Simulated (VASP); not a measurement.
## Ge5I3: single point with PBE

Ge5I3:

```
Ge I
1.0
     6.25893    0.00000    0.00000
    -3.12946    5.42039    0.00000
     0.00000    0.00000    6.63807
Ge I
5 3
Direct
  0.50000 0.00000 0.50000
  0.00000 0.50000 0.50000
  0.50000 0.50000 0.50000
  0.00000 0.00000 0.68678
  0.00000 0.00000 0.31322
  0.50000 0.00000 0.00000
  0.00000 0.50000 0.00000
  0.50000 0.50000 0.00000
```

The cell was generated, and may not be a known phase.

```yaml
Program: VASP 6.6.1
Task: single point
Functional: PBE
Potentials_or_basis: VASP PAW PBE potentials, release 64 (Ge_d, I)
Cutoff: 520 eV
k_mesh: 3 × 3 × 2
Occupations: gaussian, width 0.1 eV
Spin: no spin polarisation
```

* Pressure: 0.0 GPa
* Largest force: 0.011 eV/Å
* Band gap on the k mesh: zero (an odd number of electrons rules out a gap without spin polarisation)

Forces on the atoms (eV/Å):
```
Ge   0.000  0.000  0.000
Ge   0.000  0.000  0.000
Ge   0.000  0.000  0.000
Ge   0.000  0.000  0.011
Ge   0.000  0.000 -0.011
I    0.000  0.000  0.000
I    0.000  0.000  0.000
I    0.000  0.000  0.000
```

Stress tensor (GPa, compression positive):
```
 0.07  0.00  0.00
 0.00  0.07  0.00
 0.00  0.00 -0.03
```

Levels at points of the mesh, in eV from the Fermi level:
| k point | band 43 | band 44 | band 45 | band 46 | band 47 | band 48 |
| --- | --- | --- | --- | --- | --- | --- |
| (0.00, 0.00, 0.00) | -1.58 | 0.05 | 0.43 | 0.43 | 0.95 | 0.95 |
| (0.00, 0.00, 0.50) | -1.24 | 0.07 | 0.08 | 0.75 | 0.75 | 0.96 |

Wall time 120 s on 1 thread of Intel(R) Xeon(R) Platinum 8259CL CPU @ 2.50GHz (Skylake/Cascade Lake), with other jobs on the host, peak memory 0.34 GiB.

Caveat: the k points lie up to 0.47 Å⁻¹ apart, too coarse for converged energies and pressures of a metal; spin-orbit coupling is left out, which moves the levels of the heavy elements; an odd number of electrons without spin polarisation forces a metal; a magnetic or distorted state may lie lower.
